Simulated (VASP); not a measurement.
# Cl (Cmce) in VASP: settings compared, part 2 of 2

VASP 6.6.1. Earlier steps stand in the parts before.

## Step 3: Relaxation of cell and atoms, RPBE+D4

The input, INCAR:

```
SYSTEM = Cl
PREC = Accurate
ENCUT = 600
EDIFF = 1E-6
ISMEAR = -1
SIGMA = 0.05
LREAL = .False.
LASPH = .True.
NELM = 60
ALGO = Normal
ISIF = 3
LWAVE = .False.
LCHARG = .False.
GGA = RP
IVDW = 13
IBRION = 2
NSW = 60
EDIFFG = -0.01
```

The input, KPOINTS:

```
regular mesh
0
Gamma
  7 7 4
  0 0 0
```

The input, POSCAR:

```
Cl
1.0
    3.1450000000     -2.2500000000      0.0000000000
    3.1450000000      2.2500000000      0.0000000000
    0.0000000000      0.0000000000      8.2100000000
Cl
4
Direct
    0.3700000000      0.6300000000      0.4000000000
    0.1300000000      0.8700000000      0.9000000000
    0.6300000000      0.3700000000      0.6000000000
    0.8700000000      0.1300000000      0.1000000000
```

Potentials or basis: VASP PAW PBE potentials, release 64 (Cl).

Run with:

```
cat potpaw_PBE.64/Cl/POTCAR > POTCAR
mpirun -np 1 vasp_std > vasp.out
```

OUTCAR:

```text
SYSTEM = Cl
   PREC = Accurate
   ENCUT = 600
   EDIFF = 1E-6
   ISMEAR = -1
   LREAL = .False.
   LASPH = .True.
   NELM = 60
   ISIF = 3
   GGA = RP
   IVDW = 13
   IBRION = 2
   NSW = 60
   EDIFFG = -0.01

 ion  position               nearest neighbor table
   1  0.370  0.630  0.400-   3 2.02
   2  0.130  0.870  0.900-   4 2.02
   3  0.630  0.370  0.600-   1 2.02
   4  0.870  0.130  0.100-   2 2.02

  LATTYP: Found a base centered orthorhombic cell.
 ALAT       =     4.5000000000
 B/A-ratio  =     1.3977777778
 C/A-ratio  =     1.8244444444

  Lattice vectors:

 A1 = (  -3.1450000000,  -2.2500000000,   0.0000000000)
 A2 = (   3.1450000000,  -2.2500000000,   0.0000000000)
 A3 = (   0.0000000000,   0.0000000000,   8.2100000000)

Analysis of symmetry for initial positions (statically):
=====================================================================
 Subroutine PRICEL returns:
 Original cell was already a primitive cell.

 Routine SETGRP: Setting up the symmetry group for a
 base centered orthorhombic supercell.

 Subroutine GETGRP returns: Found  8 space group operations
 (whereof  4 operations were pure point group operations)
 out of a pool of  8 trial point group operations.

The static configuration has the point symmetry C_2h.
 The point group associated with its full space group is D_2h.

Analysis of symmetry for dynamics (positions and initial velocities):
=====================================================================
 Subroutine PRICEL returns:
 Original cell was already a primitive cell.

 Routine SETGRP: Setting up the symmetry group for a
 base centered orthorhombic supercell.

 Subroutine GETGRP returns: Found  8 space group operations
 (whereof  4 operations were pure point group operations)
 out of a pool of  8 trial point group operations.

The dynamic configuration has the point symmetry C_2h.
[... 117 lines left out ...]
   EMIN   =  10.00;   EMAX   =-10.00  energy-range for DOS
   EFERMI =   0.00;   METHOD = LEGACY
   ISMEAR =    -1;   SIGMA  =   0.05  broadening in eV -4-tet -1-fermi 0-gaus
   EFERMI_NEDOS =   21; number of points for ismear=-14 and -15
   IALGO  =     38    algorithm
   IMIX   =      4    mixing-type and parameters
     AMIX     =   0.40;   BMIX     =  1.00
     AMIX_MAG =   1.60;   BMIX_MAG =  1.00
  volume/ion in A,a.u.               =      29.05       196.03
  Fermi-wavevector in a.u.,A,eV,Ry     =   1.018753  1.925163 14.120900  1.037857
  Thomas-Fermi vector in A             =   2.152228
   LORBIT       =      0    0 simple, 1 ext, 2 COOP (PROOUT), +10 PAW based schemes
   GGA     = RP    functional components
   LHFCALC =     F    Hartree Fock is set to
   AEXX    =    0.0000 exact exchange contribution
   IVDW    =    13    specifies the selected vdW correction
   LEPSILON=     F    determine dielectric tensor
   LRPA    =     F    only Hartree local field effects (RPA)
 conjugate gradient relaxation of ions
 non-spin polarized calculation
  energy-cutoff  :      600.00
  volume of cell :      116.19
 maximum number of plane-waves:      3900
   NGX = 15   NGY = 15   NGZ = 33

--------------------------------------- Ionic step        1  -------------------------------------------

 number of electron      27.9999999 magnetization

 Free energy of the ion-electron system (eV)
  ---------------------------------------------------
  ext. energy  EPLUGINS =         0.00000000
  ---------------------------------------------------
  free energy    TOTEN  =        -6.56221623 eV

  energy without entropy =       -6.56221623  energy(sigma->0) =       -6.56221623

------------------------ aborting loop because EDIFF is reached ----------------------------------------

  DFT-D4 for vdW energy calculation

  Edisp (eV):   -1.20912
[... 111 lines left out ...]
  FREE ENERGIE OF THE ION-ELECTRON SYSTEM (eV)
  ---------------------------------------------------
  free  energy   TOTEN  =        -7.7739875496 eV

  energy  without entropy=       -7.7739875495  energy(sigma->0) =       -7.77398755

[... ionic steps 4 to 18 ...]

--------------------------------------- Ionic step       19  -------------------------------------------

 number of electron      27.9999998 magnetization

------------------------ aborting loop because EDIFF is reached ----------------------------------------
[... 79 lines left out ...]
--------------------------------------- Ionic step       21  -------------------------------------------

 number of electron      27.9999999 magnetization

 Free energy of the ion-electron system (eV)
  ---------------------------------------------------
  ext. energy  EPLUGINS =         0.00000000
  ---------------------------------------------------
  free energy    TOTEN  =        -6.51513490 eV

  energy without entropy =       -6.51513490  energy(sigma->0) =       -6.51513490

 E-fermi :   0.9014     XC(G=0):  -7.5423

 val. band max:       -0.2311415145   @ k =   0.0000   0.0000   0.0000
 cond. band min:       2.2986996041   @ k =   0.0000   0.0000   0.0000
 fundamental gap:      2.5298411186
 Fermi energy:         0.9014239286

 k-point     1 :       0.0000    0.0000    0.0000
  band No.  band energies     occupation
      1     -16.8874      2.00000
      2     -16.6002      2.00000
      3     -13.0390      2.00000
      4     -12.2621      2.00000
      5      -5.7079      2.00000
      6      -4.5863      2.00000
[... 481 lines left out ...]
      5      -5.3598      2.00000
      6      -5.2767      2.00000
[... 10 lines left out ...]
     17       8.5417      0.00000
     18       8.9252      0.00000

 [... further k-points ...]

------------------------ aborting loop because EDIFF is reached ----------------------------------------

  DFT-D4 for vdW energy calculation

  Edisp (eV):   -1.27785
[... 27 lines left out ...]
  FREE ENERGIE OF THE ION-ELECTRON SYSTEM (eV)
  ---------------------------------------------------
  free  energy   TOTEN  =        -7.7929819504 eV

  energy  without entropy=       -7.7929819503  energy(sigma->0) =       -7.79298195

 reached required accuracy - stopping structural energy minimisation
```

CONTCAR:

```text
Cl
   1.00000000000000
     3.2601910812770467   -2.1105443208409445    0.0000000000000000
     3.2601910812770467    2.1105443208409445   -0.0000000000000000
     0.0000000000000000    0.0000000000000000    8.1252889795798193
  Cl
     4
Direct
     0.3752117962916588    0.6247882037083412    0.3941315692212596
     0.1247882037083412    0.8752117962916588    0.8941315692212595
     0.6247882037083412    0.3752117962916588    0.6058684307787405
     0.8752117962916588    0.1247882037083412    0.1058684307787404

  0.00000000E+00  0.00000000E+00  0.00000000E+00
  0.00000000E+00  0.00000000E+00  0.00000000E+00
  0.00000000E+00  0.00000000E+00  0.00000000E+00
  0.00000000E+00  0.00000000E+00  0.00000000E+00
```

Wall time 7.6 min (1 thread of Intel Xeon 6975P-C (Granite Rapids), shared host); peak memory 0.3 GiB.

What came out:

```yaml
Free_energy: -7.7930 eV
Relaxed_volume: 27.95 Å³/atom
Relaxed_cell: a = 3.884 Å, b = 3.884 Å, c = 8.125 Å, α = 90.00°, β = 90.00°, γ = 65.84°
Space_group_after_relaxing_to_0.1_Å: Cmce (No. 64)
Energy_gained_by_relaxing: 5.4 meV/atom
Ionic_steps: 21
Pressure_after_relaxing: 0.0 GPa
Largest_force_after_relaxing: 0.005 eV/Å
Band_gap_on_the_k_mesh: 2.53 eV
Dispersion_energy_per_atom: -0.319 eV
```

Forces on the atoms (eV/Å):
```
Cl   0.000 -0.005  0.002
Cl   0.000  0.005  0.002
Cl   0.000  0.005 -0.002
Cl   0.000 -0.005 -0.002
```

Step by step:
| step | energy change (eV) | largest force (eV/Å) | pressure (GPa) | volume (Å³) |
| --- | --- | --- | --- | --- |
| 1 | 0.0000 | 0.1167 | -0.41 | 116.19 |
| 2 | -0.0004 | 0.3041 | 0.40 | 114.93 |
| 3 | -0.0027 | 0.1232 | 0.00 | 115.53 |
| 4 | -0.0056 | 0.1139 | 0.01 | 115.16 |
| 5 | -0.0129 | 0.0859 | 0.01 | 114.02 |
| 6 | -0.0188 | 0.0389 | 0.13 | 111.73 |
| 7 | -0.0188 | 0.0410 | 0.11 | 111.96 |
| 8 | -0.0158 | 0.2274 | -0.49 | 112.69 |
| 9 | -0.0190 | 0.0168 | -0.02 | 112.11 |
| 10 | -0.0194 | 0.0142 | -0.02 | 112.18 |
| 11 | -0.0204 | 0.0129 | -0.03 | 112.38 |
| 12 | -0.0209 | 0.0226 | -0.06 | 112.73 |
| 13 | -0.0189 | 0.1936 | 0.41 | 111.87 |
| 14 | -0.0209 | 0.0317 | 0.01 | 112.59 |
| 15 | -0.0214 | 0.0132 | -0.01 | 112.27 |
| 16 | -0.0215 | 0.0138 | -0.03 | 112.13 |
| 17 | -0.0216 | 0.0327 | -0.05 | 111.84 |
| 18 | -0.0216 | 0.0245 | -0.04 | 111.96 |
| 19 | -0.0215 | 0.0398 | 0.12 | 111.51 |
| 20 | -0.0216 | 0.0028 | 0.03 | 111.78 |
| 21 | -0.0216 | 0.0049 | 0.01 | 111.82 |

Final structure:
```
Cl
1.0
     3.26019   -2.11054    0.00000
     3.26019    2.11054    0.00000
     0.00000    0.00000    8.12529
Cl
4
Direct
  0.37521 0.62479 0.39413
  0.12479 0.87521 0.89413
  0.62479 0.37521 0.60587
  0.87521 0.12479 0.10587
```

Caveat: the PAW data sets were made with another functional, which shifts forces and pressure a little.
